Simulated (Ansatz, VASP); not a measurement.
# InH: VASP beside Ansatz

```xyz
2
Lattice="0.0000 2.5025 2.5025 2.5025 0.0000 2.5025 2.5025 2.5025 0.0000" Properties=species:S:1:pos:R:3 pbc="T T T"
In    2.5025    2.5025    2.5025
H     0.0000    0.0000    0.0000
```

Alike in both runs: task relaxation of cell and atoms; functional PBE; k mesh 20 × 20 × 20; occupations gaussian, width 0.1 eV; no spin polarisation.

|  | VASP | Ansatz |
| --- | --- | --- |
| version | VASP 6.6.1 | Ansatz 0.2.0 |
| potentials or method | VASP PAW PBE potentials, release 64 (In_d, H), cutoff 600 eV | scalar-relativistic, plane waves, PAW |
| valence electrons in the cell | 14 | 14 |

|  | VASP | Ansatz | Ansatz less VASP |
| --- | --- | --- | --- |
| gap on the k mesh at the Fermi level, each at its own relaxed structure (eV) | none | none | - |
| relaxed volume (Å³/atom) | 15.91 | 15.89 | -0.015 |
| relaxed cell length with the largest relative difference (Å) | 3.557 | 3.556 | -0.0011 |

A gap of «none» marks a metal or a gap that the smearing closes.
